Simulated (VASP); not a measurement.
Wanted: the native input for a VASP 6.6.1 run.

- Task: single point
- Functional: PBE
- Potentials or basis: VASP PAW PBE potentials, release 64 (Sn_d, O)
- Cutoff: 520 eV
- k mesh: 6 × 6 × 6
- Occupations: gaussian, width 0.05 eV
- Spin: no spin polarisation
- Dipole correction: no
- Further INCAR settings: ALGO = Normal; EDIFF = 1e-06; NBANDS = 64

The structure of SnO2 lies in POSCAR:

```
SnO2
1.0
    0.0000000000      4.5220682583      4.5220682583
    4.5220682583      0.0000000000      4.5220682583
    4.5220682583      4.5220682583      0.0000000000
Sn O
4 8
Direct
    0.1250000000     -0.0718125975      0.6250000000
    0.6250000000      0.1250000000      0.1250000000
    0.1250000000      0.6250000000      0.1250000000
    0.1250000000      0.1250000000      0.1250000000
    0.8910551956      0.8910551956      0.8910551956
    0.8910551956      0.3268344131      0.8910551956
    0.8910551956      0.8910551956      0.3268344131
    0.3268344131      0.8910551956      0.8910551956
    0.9231655869      0.3589448044      0.3589448044
    0.3589448044      0.3589448044      0.9231655869
    0.3589448044      0.9231655869      0.3589448044
    0.3589448044      0.3589448044      0.3589448044
```

This cell differs from its parent crystal: atom 1 (Sn) moved by -0.890 Å along [1 0 0] and -0.890 Å along [0 0 1].

One way to write it, as run:

INCAR

```
SYSTEM = SnO2
PREC = Accurate ; ENCUT = 520
EDIFF = 1E-6 ; ISMEAR = 0
SIGMA = 0.05 ; LREAL = .False.
LASPH = .True. ; NELM = 60
ALGO = Normal ; ISIF = 2
LWAVE = .False. ; LCHARG = .True.
GGA = PE ; LELF = .True.
LVHAR = .True. ; NBANDS = 64
```

KPOINTS

```
Automatic mesh
0
Gamma
  6 6 6
  0 0 0
```

Potentials or basis: VASP PAW PBE potentials, release 64 (Sn_d, O).

Command:

```bash
$ cat potpaw_PBE.64/Sn_d/POTCAR potpaw_PBE.64/O/POTCAR > POTCAR
$ mpirun -np 1 vasp_std > vasp.out
```

Results of the run:

The pressure is 15.1 GPa and the largest force is 14.700 eV/Å. The band gap on the k mesh is zero (bands 52 and 53 overlap by 0.04 eV).

Caveat: the cell differs from its parent crystal (atom 1 (Sn) moved by -0.890 Å along [1 0 0] and -0.890 Å along [0 0 1]); the stress differs along the axes, from 5 to 20 GPa; semilocal functionals underestimate gaps, and a narrow one can read as zero; spin-orbit coupling is left out, which moves the levels of the heavy elements; forces of over 1 eV/Å act on the atoms, so gaps and moduli don't describe the material at rest.

It took 21 min on 1 thread of Intel(R) Xeon(R) Platinum 8488C (Sapphire Rapids), with other jobs on the host, peak memory 0.7 GiB.
